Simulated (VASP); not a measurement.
## C: relaxation of cell and atoms with LDA

The system is C.

```xyz
2
Lattice="0.0000 2.1270 3.3480 1.2280 0.0000 3.3480 1.2280 2.1270 0.0000" Properties=species:S:1:pos:R:3 pbc="T T T"
C     1.2280    0.7090    3.3480
C     1.2280    3.5450    3.3480
```

- Program: VASP 6.6.1
- Task: relaxation of cell and atoms
- Functional: LDA
- Potentials or basis: VASP PAW LDA potentials, release 64 (C)
- Cutoff: 600 eV
- k mesh: 15 × 15 × 15
- Occupations: gaussian, width 0.05 eV
- Spin: no spin polarisation
- Dipole correction: no
- Further INCAR settings: ALGO = Normal; EDIFF = 1e-06; IBRION = 2; EDIFFG = -0.01; NSW = 80; ISIF = 3

```json
{
  "Relaxed volume": "8.59 Å³/atom",
  "Relaxed cell": "a = 3.933 Å, b = 3.533 Å, c = 2.446 Å, α = 80.02°, β = 62.21°, γ = 37.77°",
  "Space group after relaxing (to 0.1 Å)": "Fmmm (No. 69)",
  "Energy gained by relaxing": "1.2 meV/atom",
  "Ionic steps": "14",
  "Pressure after relaxing": "0.0 GPa",
  "Largest force after relaxing": "0.004 eV/Å"
}
```

Forces in eV/Å, atoms in the order of the input:
```
C    0.000 -0.004  0.000
C    0.000  0.004  0.000
```

Stress tensor (GPa, compression positive):
```
-0.08  0.00  0.00
 0.00  0.00  0.00
 0.00  0.00  0.02
```

Step by step:
```
step  energy change (eV)  largest force (eV/Å)  pressure (GPa)  volume (Å³)
   1              0.0000                0.0006           -3.50        17.49
   2              0.0107                0.0242            8.44        17.01
   3             -0.0023                0.0068           -0.13        17.35
   4             -0.0023                0.0065           -0.06        17.34
   5             -0.0023                0.0186           -0.04        17.33
   6             -0.0023                0.0281           -0.05        17.33
   7             -0.0023                0.0235           -0.06        17.32
   8             -0.0023                0.0095           -0.08        17.31
   9             -0.0023                0.0185           -0.12        17.29
  10             -0.0024                0.0177           -0.14        17.29
  11             -0.0024                0.0158           -0.13        17.27
  12             -0.0024                0.0119           -0.12        17.24
  13             -0.0024                0.0041           -0.18        17.18
  14             -0.0024                0.0040           -0.02        17.17
```

Final structure:
```xyz
2
Lattice="0.0000 2.1174 3.3139 1.2236 0.0000 3.3139 1.2236 2.1174 0.0000" Properties=species:S:1:pos:R:3 pbc="T T T"
C     1.2236    0.7060    3.3139
C     1.2236    3.5289    3.3139
```

It took 4 min on 1 thread of AMD EPYC 9R45 96-Core Processor (Zen 5) (shared host), peak memory 0.15 GiB.

LDA usually gives volumes a few per cent too small. Zero-point motion and thermal expansion aren't in these numbers.
